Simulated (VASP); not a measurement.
# S (Fd-3m) in VASP: notebook

S is run at these levels: PBE; tasks: single point, relaxation of cell and atoms.

Program: VASP 6.6.1. These are calculated values, not measurements. Logs are shortened: lines on timing, memory, paths and dates and some standing lists are left out, and cuts for length are marked.

**1. The cell of the first run**

The structure is cubic, space group Fd-3m (No. 227). The conventional cell has a = 5.789 Å, b = 5.789 Å, c = 5.789 Å, α = 90.00°, β = 90.00°, γ = 90.00°. Within 3.3 Å of S (site symmetry -43m) lie 4 S at 2.51 Å.

This isn't the form of S at room conditions, which is orthorhombic, of S8 rings.

**2. Single point, PBE**

INCAR reads:

```
SYSTEM = S
ALGO = Normal
EDIFF = 1E-6
ENCUT = 500
GGA = PE
GGA_COMPAT = .FALSE.
ISIF = 2
ISMEAR = -1
LASPH = .TRUE.
LCHARG = .FALSE.
LREAL = .FALSE.
LWAVE = .FALSE.
NBANDS = 13
NELM = 120
PREC = Accurate
SIGMA = 0.05
```

KPOINTS reads:

```
k-points
0
G
  7 7 7
  0 0 0
```

POSCAR reads:

```
S
1.0
    0.0000000000      2.8942724955      2.8942724955
    2.8942724955      0.0000000000      2.8942724955
    2.8942724955      2.8942724955      0.0000000000
S
2
Direct
    1.0000000000      1.0000000000      1.0000000000
    0.2500000000      0.2500000000      0.2500000000
```

Potentials or basis: VASP PAW PBE potentials, release 64 (S).

On the command line:

```bash
$ cat potpaw_PBE.64/S/POTCAR > POTCAR
$ mpirun -np 1 vasp_std > vasp.out
```

OUTCAR:

```text
SYSTEM = S
   EDIFF = 1E-6
   ENCUT = 500
   GGA = PE
   ISIF = 2
   ISMEAR = -1
   LASPH = .TRUE.
   LREAL = .FALSE.
   NELM = 120
   PREC = Accurate

 ion  position               nearest neighbor table
   1  0.000  0.000  0.000-   2 2.51   2 2.51   2 2.51   2 2.51
   2  0.250  0.250  0.250-   1 2.51   1 2.51   1 2.51   1 2.51

  LATTYP: Found a face centered cubic cell.
 ALAT       =     5.7885449910

  Lattice vectors:

 A1 = (   0.0000000000,   2.8942724955,   2.8942724955)
 A2 = (   2.8942724955,   0.0000000000,   2.8942724955)
 A3 = (   2.8942724955,   2.8942724955,   0.0000000000)

Analysis of symmetry for initial positions (statically):
=====================================================================
 Subroutine PRICEL returns:
 Original cell was already a primitive cell.

 Routine SETGRP: Setting up the symmetry group for a
 face centered cubic supercell.

 Subroutine GETGRP returns: Found 48 space group operations
 (whereof 24 operations were pure point group operations)
 out of a pool of 48 trial point group operations.

The static configuration has the point symmetry T_d .
 The point group associated with its full space group is O_h .

Analysis of symmetry for dynamics (positions and initial velocities):
=====================================================================
 Subroutine PRICEL returns:
 Original cell was already a primitive cell.

 Routine SETGRP: Setting up the symmetry group for a
 face centered cubic supercell.

 Subroutine GETGRP returns: Found 48 space group operations
 (whereof 24 operations were pure point group operations)
 out of a pool of 48 trial point group operations.

The dynamic configuration has the point symmetry T_d .
 The point group associated with its full space group is O_h .

 Subroutine INISYM returns: Found 48 space group operations
 (whereof 24 operations are pure point group operations),
 and found     1 'primitive' translations

----------------------------------------------------------------------------------------

                                     Primitive cell

  volume of cell :      48.4896

  direct lattice vectors                    reciprocal lattice vectors
     0.000000000  2.894272496  2.894272496    -0.172754984  0.172754984  0.172754984
     2.894272496  0.000000000  2.894272496     0.172754984 -0.172754984  0.172754984
     2.894272496  2.894272496  0.000000000     0.172754984  0.172754984 -0.172754984

  length of vectors
     4.093119416  4.093119416  4.093119416     0.299220410  0.299220410  0.299220410

  position of ions in fractional coordinates (direct lattice)
     0.000000000  0.000000000  0.000000000
     0.250000000  0.250000000  0.250000000

  ion indices of the primitive-cell ions
   primitive index   ion index
                 1           1
                 2           2

----------------------------------------------------------------------------------------

 KPOINTS: k-points

Automatic generation of k-mesh.
 Grid dimensions read from file:
 generate k-points for:    7    7    7

 Generating k-lattice:

  Cartesian coordinates                     Fractional coordinates (reciprocal lattice)
    -0.024679283  0.024679283  0.024679283     0.142857143  0.000000000  0.000000000
     0.024679283 -0.024679283  0.024679283     0.000000000  0.142857143  0.000000000
     0.024679283  0.024679283 -0.024679283     0.000000000  0.000000000  0.142857143

  Length of vectors
     0.042745773  0.042745773  0.042745773

  Shift w.r.t. Gamma in fractional coordinates (k-lattice)
     0.000000000  0.000000000  0.000000000

 Subroutine IBZKPT returns following result:
 ===========================================

 Found     20 irreducible k-points:

 Following reciprocal coordinates:
            Coordinates               Weight
  0.000000  0.000000  0.000000      1.000000
  0.142857  0.000000  0.000000      8.000000
  0.285714  0.000000  0.000000      8.000000
  0.428571  0.000000  0.000000      8.000000
  0.142857  0.142857  0.000000      6.000000
  0.285714  0.142857  0.000000     24.000000
[... 12 lines left out ...]
 -0.428571  0.428571  0.142857     24.000000
 -0.285714  0.428571  0.142857     24.000000
   k-points           NKPTS =     20   k-points in BZ     NKDIM =     20   number of bands    NBANDS=     13
   number of dos      NEDOS =    301   number of ions     NIONS =      2
   total plane-waves  NPLWV =  27000
   dimension x,y,z NGX =    30 NGY =   30 NGZ =   30
   dimension x,y,z NGXF=    60 NGYF=   60 NGZF=   60
   ions per type =               2
   NGX,Y,Z   is equivalent  to a cutoff of  12.18, 12.18, 12.18 a.u.
   NGXF,Y,Z  is equivalent  to a cutoff of  24.37, 24.37, 24.37 a.u.
 SYSTEM =  S
   PREC   = accura    normal or accurate (medium, high low for compatibility)
   ISTART =      0    job   : 0-new  1-cont  2-samecut
   ICHARG =      2    charge: 1-file 2-atom 10-const
   ISPIN  =      1    spin polarized calculation?
   LNONCOLLINEAR =      F non collinear calculations
   LSORBIT =      F    spin-orbit coupling
   LASPH  =      T    aspherical Exc in radial PAW
   ENCUT  =  500.0 eV  36.75 Ry    6.06 a.u.   7.46  7.46  7.46*2*pi/ulx,y,z
   NELM   =    120;   NELMIN=  2; NELMDL= -5     # of ELM steps
   EDIFF  = 0.1E-05   stopping-criterion for ELM
   LREAL  =      F    real-space projection
   EDIFFG = 0.1E-04   stopping-criterion for IOM
   NSW    =      0    number of steps for IOM
   IBRION =     -1    ionic relax: 0-MD 1-quasi-New 2-CG
   NFREE  =      0    steps in history (QN), initial steepest desc. (CG)
   ISIF   =      2    stress and relaxation
   ISYM   =      2    0-nonsym 1-usesym 2-fastsym
   POTIM  = 0.5000    time-step for ionic-motion
   TEBEG  =    0.0;   TEEND  =   0.0 temperature during run
   PSTRESS=    0.0 pullay stress
   NELECT =      12.0000    total number of electrons
   NUPDOWN=      -1.0000    fix difference up-down
   EMIN   =  10.00;   EMAX   =-10.00  energy-range for DOS
   EFERMI =   0.00;   METHOD = LEGACY
   ISMEAR =    -1;   SIGMA  =   0.05  broadening in eV -4-tet -1-fermi 0-gaus
   EFERMI_NEDOS =   21; number of points for ismear=-14 and -15
   IALGO  =     38    algorithm
   IMIX   =      4    mixing-type and parameters
     AMIX     =   0.40;   BMIX     =  1.00
     AMIX_MAG =   1.60;   BMIX_MAG =  1.00
  volume/ion in A,a.u.               =      24.24       163.61
  Fermi-wavevector in a.u.,A,eV,Ry     =   1.027825  1.942308 14.373523  1.056424
  Thomas-Fermi vector in A             =   2.161790
   LORBIT       =      0    0 simple, 1 ext, 2 COOP (PROOUT), +10 PAW based schemes
   GGA     = PE    functional components
   LHFCALC =     F    Hartree Fock is set to
   AEXX    =    0.0000 exact exchange contribution
   IVDW    =     0    specifies the selected vdW correction
   LEPSILON=     F    determine dielectric tensor
   LRPA    =     F    only Hartree local field effects (RPA)
 non-spin polarized calculation
  energy-cutoff  :      500.00
  volume of cell :       48.49
 maximum number of plane-waves:      1248
 NGX is ok and might be reduce to    30
   NGX = 15   NGY = 15   NGZ = 15

 number of electron      11.9999997 magnetization

 Free energy of the ion-electron system (eV)
  ---------------------------------------------------
  ext. energy  EPLUGINS =         0.00000000
  ---------------------------------------------------
  free energy    TOTEN  =        -6.26148777 eV

  energy without entropy =       -6.24820781  energy(sigma->0) =       -6.25484779

 E-fermi :   3.4742     XC(G=0):  -8.7019

 val. band max:        3.3221926681   @ k =   0.2857   0.0000   0.0000
 cond. band min:       3.4880618808   @ k =  -0.2857   0.1429   0.0000
 fundamental gap:      0.1658692127
 Fermi energy:         3.4741632222

 k-point     1 :       0.0000    0.0000    0.0000
  band No.  band energies     occupation
      1     -12.2883      2.00000
      2      -5.6548      2.00000
      3      -0.3802      2.00000
      4      -0.3802      2.00000
      5      -0.3802      2.00000
      6       2.5259      2.00000
      7       2.5259      2.00000
      8       2.5259      2.00000
      9       9.0612      0.00000
     10      11.3178      0.00000
     11      11.3178      0.00000
     12      13.9997      0.00000
     13      13.9997      0.00000

 k-point     2 :       0.1429    0.0000    0.0000
  band No.  band energies     occupation
      1     -12.1246      2.00000
      2      -6.1609      2.00000
      3      -0.5668      2.00000
      4      -0.5668      2.00000
      5      -0.3682      2.00000
      6       2.8084      2.00000
      7       2.8084      2.00000
      8       2.8754      1.99999
      9       9.6674      0.00000
     10      10.9477      0.00000
     11      10.9477      0.00000
     12      13.6293      0.00000
     13      14.9877      0.00000

 k-point     3 :       0.2857    0.0000    0.0000
  band No.  band energies     occupation
      1     -11.6764      2.00000
      2      -7.2393      2.00000
      3      -0.8972      2.00000
      4      -0.8972      2.00000
      5      -0.5507      2.00000
      6       3.3222      1.90865
      7       3.3222      1.90865
      8       3.9829      0.00008
      9      10.5652      0.00000
     10      10.8776      0.00000
     11      10.8776      0.00000
     12      13.4477      0.00000
     13      15.7441      0.00000
[... 241 lines left out ...]
 k-point    19 :      -0.4286    0.4286    0.1429
  band No.  band energies     occupation
      1     -10.3381      2.00000
      2      -9.1868      2.00000
      3      -2.2184      2.00000
      4      -2.0025      2.00000
      5       1.7870      2.00000
      6       2.1770      2.00000
      7       5.1039      0.00000
      8       5.2798      0.00000
      9       9.7775      0.00000
     10      10.1454      0.00000
     11      13.2812      0.00000
     12      14.1739      0.00000
     13      15.3401      0.00000

 k-point    20 :      -0.2857    0.4286    0.1429
  band No.  band energies     occupation
      1     -10.1557      2.00000
      2      -9.3877      2.00000
      3      -2.4584      2.00000
      4      -1.9550      2.00000
      5       1.7813      2.00000
      6       2.9344      1.99996
      7       4.9274      0.00000
      8       4.9737      0.00000
      9       9.3082      0.00000
     10      10.3590      0.00000
     11      12.6448      0.00000
     12      14.7004      0.00000
     13      16.5322      0.00000

------------------------ aborting loop because EDIFF is reached ----------------------------------------

  FORCE on cell =-STRESS in cart. coord.  units (eV):
  Direction    XX          YY          ZZ          XY          YZ          ZX
  --------------------------------------------------------------------------------------
  -------------------------------------------------------------------------------------
  Total       -0.0249981     -0.0249981     -0.0249981      0.0000000      0.0000000      0.0000000
  in kB       -0.8259796     -0.8259796     -0.8259796      0.0000000      0.0000000      0.0000000
  external PRESSURE =      -0.8259796 kB  Pullay stress =       0.0000000 kB

 VOLUME and BASIS-vectors are now :
 -----------------------------------------------------------------------------
  energy-cutoff  :      500.00
  volume of cell :       48.49
      direct lattice vectors                 reciprocal lattice vectors
     0.000000000  2.894272496  2.894272496    -0.172754984  0.172754984  0.172754984
     2.894272496  0.000000000  2.894272496     0.172754984 -0.172754984  0.172754984
     2.894272496  2.894272496  0.000000000     0.172754984  0.172754984 -0.172754984

 POSITION                                       TOTAL-FORCE (eV/Angst)
 -----------------------------------------------------------------------------------
      0.00000      0.00000      0.00000        -0.000000     -0.000000     -0.000000
      1.44714      1.44714      1.44714         0.000000      0.000000      0.000000
 -----------------------------------------------------------------------------------
    total drift:                                0.000000     -0.000000      0.000000

  FREE ENERGIE OF THE ION-ELECTRON SYSTEM (eV)
  ---------------------------------------------------
  free  energy   TOTEN  =        -6.2614877659 eV

  energy  without entropy=       -6.2482078144  energy(sigma->0) =       -6.25484779
```

It took 21 s on 1 thread of Intel Xeon Platinum 8259CL at 2.50GHz (Skylake/Cascade Lake), shared host; peak memory 0.15 GiB.

What came out:

- Free energy: -6.2615 eV
- Pressure: -0.1 GPa
- Band gap on the k mesh: zero (bands 6 and 7 overlap by 1.13 eV)

**3. Relaxation of cell and atoms, PBE**

This run uses another cell than the first one, of 24.14 Å³/atom.

INCAR reads:

```
ALGO = Normal
EDIFF = 1E-7
EDIFFG = -0.01
ENCUT = 500
GGA = PE
GGA_COMPAT = False
IBRION = 2
ISIF = 3
ISMEAR = -1
LASPH = True
LCHARG = False
LREAL = False
LWAVE = False
NELM = 120
NELMIN = 4
NSW = 80
PREC = Accurate
SIGMA = 0.05
```

KPOINTS reads:

```
k-points
0
Gamma
  7 7 7
```

POSCAR reads:

```
S
1.0
    0.0000000000      2.8900000000      2.8900000000
    2.8900000000      0.0000000000      2.8900000000
    2.8900000000      2.8900000000      0.0000000000
S
2
Direct
    1.0000000000      1.0000000000      1.0000000000
    0.2500000000      0.2500000000      0.2500000000
```

Potentials or basis: VASP PAW PBE potentials, release 64 (S).

On the command line:

```bash
$ cat potpaw_PBE.64/S/POTCAR > POTCAR
$ mpirun -np 1 vasp_std > vasp.out
```

Run time: 25 s. Hardware: 1 thread of Intel Xeon Platinum 8259CL at 2.50GHz (Skylake/Cascade Lake), shared host; peak memory 0.15 GiB.

It converged, with:

```
Free energy                           : -6.2614 eV
Relaxed volume                        : 24.20 Å³/atom
Relaxed cell                          : a = 4.091 Å, b = 4.091 Å, c = 4.091 Å, α = 60.00°, β = 60.00°, γ = 60.00°
Space group after relaxing (to 0.1 Å) : Fd-3m (No. 227)
Energy gained by relaxing             : 0.0 meV/atom
Ionic steps                           : 2
Pressure after relaxing               : 0.0 GPa
Band gap on the k mesh                : zero (bands 6 and 7 overlap by 1.14 eV)
```

Final structure:
```cif
data_structure
_symmetry_space_group_name_H-M 'P 1'
_symmetry_Int_Tables_number 1
_cell_length_a 4.0906
_cell_length_b 4.0906
_cell_length_c 4.0906
_cell_angle_alpha 60.000
_cell_angle_beta 60.000
_cell_angle_gamma 60.000
_cell_volume 48.40
loop_
_atom_site_label
_atom_site_type_symbol
_atom_site_fract_x
_atom_site_fract_y
_atom_site_fract_z
_atom_site_occupancy
S1 S 0.00000 0.00000 0.00000 1
S2 S 0.25000 0.25000 0.25000 1
```

Levels at points of the mesh, in eV from the Fermi level:
```tsv
k point	band 2	band 3	band 4	band 5	band 6	band 7	band 8	band 9	band 10
(0.00, 0.00, 0.00)	-9.12	-3.86	-3.86	-3.86	-0.95	-0.95	-0.95	5.59	7.84
```
